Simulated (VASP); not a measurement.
NaH:

```
CELL_PARAMETERS angstrom
0.08259 2.59537 2.59537
2.59537 0.08259 2.59537
2.59537 2.59537 0.08259
ATOMIC_POSITIONS crystal
Na 0.00327 0.00327 0.00327
H 0.24673 0.24673 0.24673
```

This cell differs from its parent crystal: epitaxial 111 strain -3.2%.

Base run:

| Property | Result |
| --- | --- |
| Program | VASP 6.6.1 |
| Functional | r2SCAN |
| Potentials or basis | VASP PAW PBE potentials, release 64 (Na_pv, H) |
| Cutoff | 520 eV |
| k mesh | 8 × 8 × 8 |
| Occupations | gaussian, width 0.01 eV |
| Spin | no spin polarisation |

Its results: band gap on the k mesh 3.86 eV (least direct gap 4.76 eV); pressure 0.9 GPa; largest force 0.006 eV/Å.

Task: The run is repeated on the same cell with these changes: functional from r2SCAN to HSE06; k mesh from 8 × 8 × 8 to 6 × 6 × 6. What comes out?

Result: Band gap on the k mesh 4.45 eV (least direct gap 5.41 eV); pressure 1.0 GPa; largest force 0.003 eV/Å.

Several settings changed at once.

Caveats: the structure was generated, so it needn't be the stable form of NaH; the PAW data sets were made with another functional, which shifts forces and pressure a little.

A k mesh can miss the band edges.
